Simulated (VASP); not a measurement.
Wanted: the native input for a VASP 6.6.1 run.

```yaml
Task: single point
Functional: PBE
Potentials_or_basis: VASP PAW PBE potentials, release 64 (Si, Ti_sv)
Cutoff: 520 eV
k_mesh: 2 × 2 × 2
Occupations: fermi-dirac, width 0.02 eV
Spin: no spin polarisation
Dipole_correction: no
Further_INCAR_settings: LREAL = Auto; ALGO = Normal; EDIFF = 1e-07; NBANDS = 52
```

The structure of TiSi16 (a cell with a defect) lies in POSCAR:

```
TiSi16
1.0
    0.0000000000      5.4300000000      5.4300000000
    5.4300000000      0.0000000000      5.4300000000
    5.4300000000      5.4300000000      0.0000000000
Si Ti
16 1
Direct
    0.0621915285     -0.0515285451      0.0151749540
    0.1146040516      0.1268692449      0.2073664825
   -0.0333793738      0.0111878453      0.5741712707
    0.1076887661      0.1506169429      0.6493462247
   -0.0470073665      0.5099171271      0.0233609576
    0.1130570902      0.5404972376      0.2090239411
   -0.1459668508      0.5566298343      0.5527255985
    0.0910405157      0.6253130755      0.6770626151
    0.4825322284      0.0146316759      0.0652762431
    0.6962062615      0.1397605893      0.0980294659
    0.4702486188      0.0923480663      0.4399907919
    0.6126703499      0.1370718232      0.6674401473
    0.4756998158      0.5036924494      0.0439871087
    0.5866942910      0.6524953959      0.1494751381
    0.4709484346      0.5122007366      0.5150736648
    0.4307090239      0.7218876611      0.6864732965
    0.8853591160      0.8871823204      0.3890239411
```

One way to write it, as run:

INCAR

```
SYSTEM = TiSi16
ALGO = Normal ; EDIFF = 1E-7
ENCUT = 520 ; GGA = PE
ISIF = 2 ; ISMEAR = -1
LASPH = .TRUE. ; LCHARG = .FALSE.
LREAL = Auto ; LWAVE = .FALSE.
NBANDS = 52 ; NELM = 100
PREC = Accurate ; SIGMA = 0.02
```

KPOINTS

```
k-points
0
G
  2 2 2
  0 0 0
```

Potentials or basis: VASP PAW PBE potentials, release 64 (Si, Ti_sv).

The run is started by

```console
$ cat potpaw_PBE.64/Si/POTCAR potpaw_PBE.64/Ti_sv/POTCAR > POTCAR
$ mpirun -np 1 vasp_std > vasp.out
```

It gave:

* Pressure: 2.3 GPa
* Largest force: 3.313 eV/Å
* Band gap on the k mesh: zero (band 38 reaches 6.88 eV, above the bottom of band 39 at 6.63 eV)

Caveat: the k points lie up to 0.50 Å⁻¹ apart.

Wall time 2.8 min on 1 thread of Intel(R) Xeon(R) 6975P-C (Granite Rapids), with other jobs on the host, peak memory 0.49 GiB.
